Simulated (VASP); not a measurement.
Input of a VASP 6.6.1 run:

The input INCAR:

```
PREC = Accurate
ENCUT = 500
EDIFF = 1E-6
ISMEAR = 0
SIGMA = 0.02
LREAL = False
LASPH = True
NELM = 120
ALGO = Normal
ISIF = 2
LWAVE = False
LCHARG = True
GGA = CA
LELF = True
LVHAR = True
NBANDS = 17
GGA_COMPAT = False
```

Contents of KPOINTS:

```
Automatic mesh
0
Gamma
  8 8 8
```

File POSCAR:

```
TePb
1.0
    0.0000000000      3.1588810034      3.1588810034
    3.1588810034      0.0000000000      3.1588810034
    3.1588810034      3.1588810034      0.0000000000
Pb Te
1 1
Direct
    0.0000000000      0.0000000000      0.0000000000
    0.5000000000      0.5000000000      0.5000000000
```

Potentials or basis: VASP PAW LDA potentials, release 64 (Pb_d, Te).

Launch:

```bash
$ cat potpaw_LDA.64/Pb_d/POTCAR potpaw_LDA.64/Te/POTCAR > POTCAR
$ mpirun -np 1 vasp_std > vasp.out
```

Task: What does it give for the band gap on the k mesh?

Result: 0.48 eV, direct.

Task: Predict the pressure.

Result: 1.6 GPa.

Caveat: the cell differs from its parent crystal (strained cell); spin-orbit coupling is left out, which moves the levels of the heavy elements. A k mesh can miss the band edges.
